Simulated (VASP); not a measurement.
# YSi2Ir2 (I4/mmm) in VASP: a series of runs

Runs on YSi2Ir2. Level: LDA. Tasks: single point, relaxation of cell and atoms.

Everything below comes from runs of VASP 6.6.1. Logs are shortened: lines on timing, memory, paths and dates and some standing lists are left out, and cuts for length are marked.

### Step 1. The cell of the first run

Symmetry: I4/mmm, No. 139, tetragonal system. Conventional cell: a = 4.012 Å, b = 4.012 Å, c = 9.844 Å, α = 90.00°, β = 90.00°, γ = 90.00°. Within 4.1 Å of Y (site symmetry 4/mmm) lie 10 Si at 3.08 to 3.73 Å and 8 Ir at 3.17 Å and 4 Y at 4.01 Å. Si (site symmetry 4mm) has 4 Ir at 2.37 Å and 1 Si at 2.39 Å and 4 Y at 3.08 Å within 3.1 Å. Ir (site symmetry -4m2) has 4 Si at 2.37 Å and 4 Ir at 2.84 Å and 4 Y at 3.17 Å within 3.2 Å.

### Step 2. Single point, LDA

INCAR

```
SYSTEM = YSi2Ir2
ALGO = Fast
EDIFF = 1E-6
ENCUT = 520
GGA = CA
ISIF = 2
ISMEAR = 0
LASPH = .TRUE.
LCHARG = .TRUE.
LELF = .TRUE.
LREAL = .FALSE.
LVHAR = .TRUE.
LWAVE = .FALSE.
NBANDS = 26
NELM = 60
PREC = Accurate
SIGMA = 0.1
```

KPOINTS

```
k-points
0
G
  8 8 8
  0 0 0
```

POSCAR

```
YSi2Ir2
1.0
   -2.0057569665      2.0057569665      4.9218084800
    2.0057569665     -2.0057569665      4.9218084800
    2.0057569665      2.0057569665     -4.9218084800
Y Si Ir
1 2 2
Direct
    0.0000000000      0.0000000000      0.0000000000
    0.3787540764      0.3787540764      0.0000000000
    0.6212459236      0.6212459236      0.0000000000
    0.7500000000      0.2500000000      0.5000000000
    0.2500000000      0.7500000000      0.5000000000
```

Potentials or basis: VASP PAW LDA potentials, release 64 (Y_sv, Si, Ir).

Launch:

```bash
$ cat potpaw_LDA.64/Y_sv/POTCAR potpaw_LDA.64/Si/POTCAR potpaw_LDA.64/Ir/POTCAR > POTCAR
$ mpirun -np 1 vasp_std > vasp.out
```

OUTCAR:

```text
SYSTEM = YSi2Ir2
   EDIFF = 1E-6
   ENCUT = 520
   GGA = CA
   ISIF = 2
   ISMEAR = 0
   LASPH = .TRUE.
   LREAL = .FALSE.
   NELM = 60
   PREC = Accurate

 ion  position               nearest neighbor table
   1  0.000  0.000  0.000-   3 3.08   3 3.08   3 3.08   2 3.08   3 3.08   2 3.08   2 3.08   2 3.08
                             5 3.17   4 3.17   5 3.17   4 3.17   4 3.17   4 3.17   5 3.17   5 3.17
   2  0.379  0.379  0.000-   4 2.37   5 2.37   5 2.37   4 2.37   3 2.39   1 3.08   1 3.08   1 3.08
                             1 3.08   1 3.73
   3  0.621  0.621  0.000-   5 2.37   4 2.37   4 2.37   5 2.37   2 2.39   1 3.08   1 3.08   1 3.08
                             1 3.08   1 3.73
   4  0.750  0.250  0.500-   2 2.37   3 2.37   2 2.37   3 2.37   5 2.84   5 2.84   5 2.84   5 2.84
                             1 3.17   1 3.17   1 3.17   1 3.17
   5  0.250  0.750  0.500-   2 2.37   3 2.37   2 2.37   3 2.37   4 2.84   4 2.84   4 2.84   4 2.84
                             1 3.17   1 3.17   1 3.17   1 3.17

  LATTYP: Found a body centered tetragonal cell.
 ALAT       =     4.0115139330
 C/A-ratio  =     2.4538409001

  Lattice vectors:

 A1 = (  -2.0057569665,   2.0057569665,   4.9218084800)
 A2 = (   2.0057569665,  -2.0057569665,   4.9218084800)
 A3 = (   2.0057569665,   2.0057569665,  -4.9218084800)

Analysis of symmetry for initial positions (statically):
=====================================================================
 Subroutine PRICEL returns:
 Original cell was already a primitive cell.

 Routine SETGRP: Setting up the symmetry group for a
 body centered tetragonal supercell.

 Subroutine GETGRP returns: Found 16 space group operations
 (whereof 16 operations were pure point group operations)
 out of a pool of 16 trial point group operations.

The static configuration has the point symmetry D_4h.

Analysis of symmetry for dynamics (positions and initial velocities):
=====================================================================
 Subroutine PRICEL returns:
 Original cell was already a primitive cell.

 Routine SETGRP: Setting up the symmetry group for a
 body centered tetragonal supercell.

 Subroutine GETGRP returns: Found 16 space group operations
 (whereof 16 operations were pure point group operations)
 out of a pool of 16 trial point group operations.

The dynamic configuration has the point symmetry D_4h.

 Subroutine INISYM returns: Found 16 space group operations
 (whereof 16 operations are pure point group operations),
 and found     1 'primitive' translations

----------------------------------------------------------------------------------------

                                     Primitive cell

  volume of cell :      79.2029

  direct lattice vectors                    reciprocal lattice vectors
    -2.005756966  2.005756966  4.921808480     0.000000000  0.249282445  0.101588675
     2.005756966 -2.005756966  4.921808480     0.249282445  0.000000000  0.101588675
     2.005756966  2.005756966 -4.921808480     0.249282445  0.249282445  0.000000000

  length of vectors
     5.680697205  5.680697205  5.680697205     0.269187659  0.269187659  0.352538614

  position of ions in fractional coordinates (direct lattice)
     0.000000000  0.000000000  0.000000000
     0.378754076  0.378754076  0.000000000
     0.621245924  0.621245924  0.000000000
     0.750000000  0.250000000  0.500000000
     0.250000000  0.750000000  0.500000000

  ion indices of the primitive-cell ions
   primitive index   ion index
                 1           1
                 2           2
                 3           3
                 4           4
                 5           5

----------------------------------------------------------------------------------------

 KPOINTS: k-points

Automatic generation of k-mesh.
 Grid dimensions read from file:
 generate k-points for:    8    8    8

 Generating k-lattice:

  Cartesian coordinates                     Fractional coordinates (reciprocal lattice)
     0.000000000  0.031160306  0.012698584     0.125000000  0.000000000 -0.000000000
     0.031160306  0.000000000  0.012698584     0.000000000  0.125000000 -0.000000000
     0.031160306  0.031160306  0.000000000     0.000000000  0.000000000  0.125000000

  Length of vectors
     0.033648457  0.033648457  0.044067327

  Shift w.r.t. Gamma in fractional coordinates (k-lattice)
     0.000000000  0.000000000  0.000000000

 Subroutine IBZKPT returns following result:
 ===========================================

 Found     59 irreducible k-points:

 Following reciprocal coordinates:
            Coordinates               Weight
  0.000000  0.000000  0.000000      1.000000
  0.125000  0.000000  0.000000      8.000000
  0.250000  0.000000  0.000000      8.000000
  0.375000  0.000000  0.000000      8.000000
  0.500000  0.000000  0.000000      4.000000
  0.125000  0.125000  0.000000      8.000000
[... 16 lines left out ...]
  0.250000  0.125000  0.125000     16.000000
  0.375000  0.125000  0.125000      8.000000
 [... further k-points ...]
   k-points           NKPTS =     59   k-points in BZ     NKDIM =     59   number of bands    NBANDS=     26
   number of dos      NEDOS =    301   number of ions     NIONS =      5
   total plane-waves  NPLWV =  74088
   dimension x,y,z NGX =    42 NGY =   42 NGZ =   42
   dimension x,y,z NGXF=    84 NGYF=   84 NGZF=   84
   ions per type =               1   2   2
   NGX,Y,Z   is equivalent  to a cutoff of  12.29, 12.29, 12.29 a.u.
   NGXF,Y,Z  is equivalent  to a cutoff of  24.58, 24.58, 24.58 a.u.
 SYSTEM =  YSi2Ir2
   PREC   = accura    normal or accurate (medium, high low for compatibility)
   ISTART =      0    job   : 0-new  1-cont  2-samecut
   ICHARG =      2    charge: 1-file 2-atom 10-const
   ISPIN  =      1    spin polarized calculation?
   LNONCOLLINEAR =      F non collinear calculations
   LSORBIT =      F    spin-orbit coupling
   LASPH  =      T    aspherical Exc in radial PAW
   ENCUT  =  520.0 eV  38.22 Ry    6.18 a.u.  10.56 10.56 10.56*2*pi/ulx,y,z
   NELM   =     60;   NELMIN=  2; NELMDL= -5     # of ELM steps
   EDIFF  = 0.1E-05   stopping-criterion for ELM
   LREAL  =      F    real-space projection
   EDIFFG = 0.1E-04   stopping-criterion for IOM
   NSW    =      0    number of steps for IOM
   IBRION =     -1    ionic relax: 0-MD 1-quasi-New 2-CG
   NFREE  =      0    steps in history (QN), initial steepest desc. (CG)
   ISIF   =      2    stress and relaxation
   ISYM   =      2    0-nonsym 1-usesym 2-fastsym
   POTIM  = 0.5000    time-step for ionic-motion
   TEBEG  =    0.0;   TEEND  =   0.0 temperature during run
   PSTRESS=    0.0 pullay stress
   NELECT =      37.0000    total number of electrons
   NUPDOWN=      -1.0000    fix difference up-down
   EMIN   =  10.00;   EMAX   =-10.00  energy-range for DOS
   EFERMI =   0.00;   METHOD = LEGACY
   ISMEAR =     0;   SIGMA  =   0.10  broadening in eV -4-tet -1-fermi 0-gaus
   EFERMI_NEDOS =   21; number of points for ismear=-14 and -15
   IALGO  =     68    algorithm
   IMIX   =      4    mixing-type and parameters
     AMIX     =   0.40;   BMIX     =  1.00
     AMIX_MAG =   1.60;   BMIX_MAG =  1.00
  volume/ion in A,a.u.               =      15.84       106.90
  Fermi-wavevector in a.u.,A,eV,Ry     =   1.270267  2.400456 21.954060  1.613578
  Thomas-Fermi vector in A             =   2.403263
   LORBIT       =      0    0 simple, 1 ext, 2 COOP (PROOUT), +10 PAW based schemes
   GGA     = CA    functional components
   LHFCALC =     F    Hartree Fock is set to
   AEXX    =    0.0000 exact exchange contribution
   IVDW    =     0    specifies the selected vdW correction
   LEPSILON=     F    determine dielectric tensor
   LRPA    =     F    only Hartree local field effects (RPA)
 non-spin polarized calculation
 RMM-DIIS sequential band-by-band and
 Gauss-broadening in eV      SIGMA  =   0.10
  energy-cutoff  :      520.00
  volume of cell :       79.20
 maximum number of plane-waves:      2161
   NGX = 21   NGY = 21   NGZ = 21

 number of electron      36.9999998 magnetization

 Free energy of the ion-electron system (eV)
  ---------------------------------------------------
  ext. energy  EPLUGINS =         0.00000000
  ---------------------------------------------------
  free energy    TOTEN  =       -45.24841866 eV

  energy without entropy =      -45.23715645  energy(sigma->0) =      -45.24278755

 E-fermi :   8.6410     XC(G=0): -12.2324

 val. band max:        8.6399457078   @ k =  -0.2500   0.3750   0.1250
 cond. band min:       8.6607522376   @ k =  -0.1250   0.5000   0.1250
 fundamental gap:      0.0208065298
 Fermi energy:         8.6410137433

 k-point     1 :       0.0000    0.0000    0.0000
  band No.  band energies     occupation
      1     -33.5190      2.00000
      2     -13.7060      2.00000
      3     -13.6752      2.00000
      4     -13.6752      2.00000
      5      -3.3820      2.00000
      6      -0.1429      2.00000
[... 18 lines left out ...]
     25      12.9568      0.00000
     26      13.3843      0.00000

 k-point     2 :       0.1250    0.0000    0.0000
  band No.  band energies     occupation
      1     -33.5180      2.00000
      2     -13.7056      2.00000
      3     -13.6971      2.00000
      4     -13.6726      2.00000
      5      -3.1886      2.00000
      6      -0.1290      2.00000
[... 18 lines left out ...]
     25      13.2494      0.00000
     26      13.6367      0.00000

 k-point     3 :       0.2500    0.0000    0.0000
  band No.  band energies     occupation
      1     -33.5157      2.00000
      2     -13.7495      2.00000
      3     -13.7036      2.00000
      4     -13.6663      2.00000
      5      -2.6540      2.00000
      6      -0.1274      2.00000
[... 18 lines left out ...]
     25      14.0231      0.00000
     26      14.4201      0.00000

 k-point     4 :       0.3750    0.0000    0.0000
  band No.  band energies     occupation
      1     -33.5134      2.00000
      2     -13.8003      2.00000
      3     -13.7017      2.00000
      4     -13.6600      2.00000
      5      -1.9347      2.00000
      6      -0.2673      2.00000
[... 18 lines left out ...]
     25      13.4197      0.00000
     26      13.9691      0.00000

 k-point     5 :       0.5000    0.0000    0.0000
  band No.  band energies     occupation
      1     -33.5124      2.00000
      2     -13.8210      2.00000
      3     -13.7009      2.00000
      4     -13.6574      2.00000
      5      -1.4755      2.00000
      6      -0.4766      2.00000
[... 18 lines left out ...]
     25      13.2008      0.00000
     26      14.0786      0.00000

 k-point     6 :       0.1250    0.1250    0.0000
  band No.  band energies     occupation
      1     -33.5170      2.00000
      2     -13.7071      2.00000
      3     -13.6964      2.00000
      4     -13.6909      2.00000
      5      -2.9587      2.00000
      6      -0.2060      2.00000
[... 427 lines left out ...]
 k-point    21 :       0.5000    0.5000    0.0000
  band No.  band energies     occupation
      1     -33.5065      2.00000
      2     -13.7947      2.00000
      3     -13.7826      2.00000
      4     -13.6851      2.00000
      5      -1.2870      2.00000
      6       0.6177      2.00000
[... 18 lines left out ...]
     25      13.0858      0.00000
     26      13.2616      0.00000

 k-point    22 :       0.1250    0.1250    0.1250
  band No.  band energies     occupation
      1     -33.5126      2.00000
      2     -13.7439      2.00000
      3     -13.7298      2.00000
      4     -13.6970      2.00000
      5      -2.1674      2.00000
      6       0.1302      2.00000
[... 18 lines left out ...]
     25      13.5691      0.00000
     26      13.7685      0.00000

 k-point    23 :       0.2500    0.1250    0.1250
  band No.  band energies     occupation
      1     -33.5104      2.00000
      2     -13.7855      2.00000
      3     -13.7271      2.00000
      4     -13.6942      2.00000
      5      -1.6529      2.00000
      6       0.0576      2.00000
[... 18 lines left out ...]
     25      13.8103      0.00000
     26      14.0064      0.00000

 k-point    24 :       0.3750    0.1250    0.1250
  band No.  band energies     occupation
      1     -33.5095      2.00000
      2     -13.8049      2.00000
      3     -13.7237      2.00000
      4     -13.6930      2.00000
      5      -1.3801      2.00000
      6      -0.0379      2.00000
[... 18 lines left out ...]
     25      13.8134      0.00000
     26      13.9679      0.00000

 [... further k-points ...]
[... 5 lines left out ...]
  --------------------------------------------------------------------------------------
  -------------------------------------------------------------------------------------
  Total        0.6561723      0.6561723      0.4486092      0.0000000     -0.0000000      0.0000000
  in kB       13.2735517     13.2735517      9.0748072      0.0000000     -0.0000000      0.0000000
  external PRESSURE =      11.8739702 kB  Pullay stress =       0.0000000 kB

 VOLUME and BASIS-vectors are now :
 -----------------------------------------------------------------------------
  energy-cutoff  :      520.00
  volume of cell :       79.20
      direct lattice vectors                 reciprocal lattice vectors
    -2.005756966  2.005756966  4.921808480     0.000000000  0.249282445  0.101588675
     2.005756966 -2.005756966  4.921808480     0.249282445  0.000000000  0.101588675
     2.005756966  2.005756966 -4.921808480     0.249282445  0.249282445  0.000000000

 POSITION                                       TOTAL-FORCE (eV/Angst)
 -----------------------------------------------------------------------------------
      0.00000      0.00000      0.00000        -0.000000     -0.000000      0.000000
      0.00000      0.00000      3.72831         0.000000      0.000000      0.165126
      0.00000      0.00000      6.11531        -0.000000     -0.000000     -0.165126
      0.00000      2.00576      2.46090        -0.000000     -0.000000     -0.000000
      2.00576      0.00000      2.46090        -0.000000     -0.000000      0.000000
 -----------------------------------------------------------------------------------
    total drift:                               -0.000000     -0.000000     -0.000000

  FREE ENERGIE OF THE ION-ELECTRON SYSTEM (eV)
  ---------------------------------------------------
  free  energy   TOTEN  =       -45.2484186599 eV

  energy  without entropy=      -45.2371564493  energy(sigma->0) =      -45.24278755
```

It took 4.9 min on 1 thread of Intel Xeon Platinum 8559C (Emerald Rapids), shared host; peak memory 0.31 GiB.

Results:

```yaml
Free_energy: -45.2484 eV
Pressure: 1.2 GPa
Largest_force: 0.165 eV/Å
Band_gap_on_the_k_mesh: zero (an odd number of electrons rules out a gap without spin polarisation)
```

Forces on the atoms (eV/Å):
```
Y    0.000  0.000  0.000
Si   0.000  0.000  0.165
Si   0.000  0.000 -0.165
Ir   0.000  0.000  0.000
Ir   0.000  0.000  0.000
```

Caveat: spin-orbit coupling is left out, which moves the levels of the heavy elements.

### Step 3. Relaxation of cell and atoms, LDA

This run uses another cell than the first one, of 16.25 Å³/atom.

INCAR

```
SYSTEM = YSi2Ir2
  ALGO = Fast
  EDIFF = 1E-7
  EDIFFG = -0.05
  ENCUT = 600
  GGA = CA
  IBRION = 2
  ISIF = 3
  ISMEAR = 0
  LASPH = .True.
  LCHARG = .False.
  LREAL = .False.
  LWAVE = .False.
  NELM = 80
  NSW = 100
  PREC = Accurate
  SIGMA = 0.1
```

KPOINTS

```
k-points
0
Gamma
  8 8 8
  0 0 0
```

POSCAR

```
YSi2Ir2
1.0
   -2.0250000000      2.0250000000      4.9525000000
    2.0250000000     -2.0250000000      4.9525000000
    2.0250000000      2.0250000000     -4.9525000000
Y Si Ir
1 2 2
Direct
    0.0000000000      0.0000000000      0.0000000000
    0.3750000000      0.3750000000      0.0000000000
    0.6250000000      0.6250000000      0.0000000000
    0.7500000000      0.2500000000      0.5000000000
    0.2500000000      0.7500000000      0.5000000000
```

Potentials or basis: VASP PAW LDA potentials, release 64 (Y_sv, Si, Ir).

Launch:

```bash
$ cat potpaw_LDA.64/Y_sv/POTCAR potpaw_LDA.64/Si/POTCAR potpaw_LDA.64/Ir/POTCAR > POTCAR
$ mpirun -np 1 vasp_std > vasp.out
```

Run time: 17 min. Hardware: 1 thread of Intel Xeon Platinum 8559C (Emerald Rapids), shared host; peak memory 0.39 GiB.

Results (log left out):

```
Free energy                           : -45.2512 eV
Relaxed volume                        : 15.91 Å³/atom
Relaxed cell                          : a = 5.688 Å, b = 5.688 Å, c = 5.688 Å, α = 138.63°, β = 138.63°, γ = 59.93°
Space group after relaxing (to 0.1 Å) : I4/mmm (No. 139)
Energy gained by relaxing             : 9.5 meV/atom
Ionic steps                           : 5
Pressure after relaxing               : 0.1 GPa
Largest force after relaxing          : 0.007 eV/Å
Band gap on the k mesh                : zero (an odd number of electrons rules out a gap without spin polarisation)
```

Forces in eV/Å, atoms in the order of the input:
```
Y    0.000  0.000  0.000
Si   0.000  0.000 -0.007
Si   0.000  0.000  0.007
Ir   0.000  0.000  0.000
Ir   0.000  0.000  0.000
```

Stress tensor (GPa, compression positive):
```
 0.14  0.00  0.00
 0.00  0.14  0.00
 0.00  0.00 -0.02
```

Step by step:
```
step  energy change (eV)  largest force (eV/Å)  pressure (GPa)  volume (Å³)
   1              0.0000                0.7760           -2.54        81.23
   2             -0.0298                0.2905            3.95        78.24
   3             -0.0378                0.4624            1.81        79.16
   4             -0.0345                0.5601           -1.76        79.97
   5             -0.0474                0.0073            0.08        79.53
```

Final structure:
```cif
data_structure
_symmetry_space_group_name_H-M 'P 1'
_symmetry_Int_Tables_number 1
_cell_length_a 5.6875
_cell_length_b 5.6875
_cell_length_c 5.6875
_cell_angle_alpha 138.634
_cell_angle_beta 138.634
_cell_angle_gamma 59.934
_cell_volume 79.53
loop_
_atom_site_label
_atom_site_type_symbol
_atom_site_fract_x
_atom_site_fract_y
_atom_site_fract_z
_atom_site_occupancy
Y1 Y 0.00000 0.00000 0.00000 1
Si1 Si 0.37926 0.37926 0.00000 1
Si2 Si 0.62074 0.62074 0.00000 1
Ir1 Ir 0.75000 0.25000 0.50000 1
Ir2 Ir 0.25000 0.75000 0.50000 1
```

Levels at points of the mesh, in eV from the Fermi level:
| k point | band 16 | band 17 | band 18 | band 19 | band 20 | band 21 | band 22 |
| --- | --- | --- | --- | --- | --- | --- | --- |
| (0.00, 0.00, 0.00) | -1.13 | -1.13 | -1.08 | -0.68 | 0.75 | 2.35 | 2.35 |
| (0.50, 0.00, 0.00) | -3.12 | -2.44 | -1.53 | -0.13 | 2.00 | 2.17 | 3.06 |
| (0.50, 0.50, 0.00) | -1.92 | -1.81 | -1.73 | -1.63 | 1.09 | 1.32 | 3.63 |
| (0.50, 0.50, 0.50) | -0.48 | -0.48 | -0.37 | 0.75 | 1.84 | 2.18 | 3.65 |

Caveat: spin-orbit coupling is left out, which moves the levels of the heavy elements.
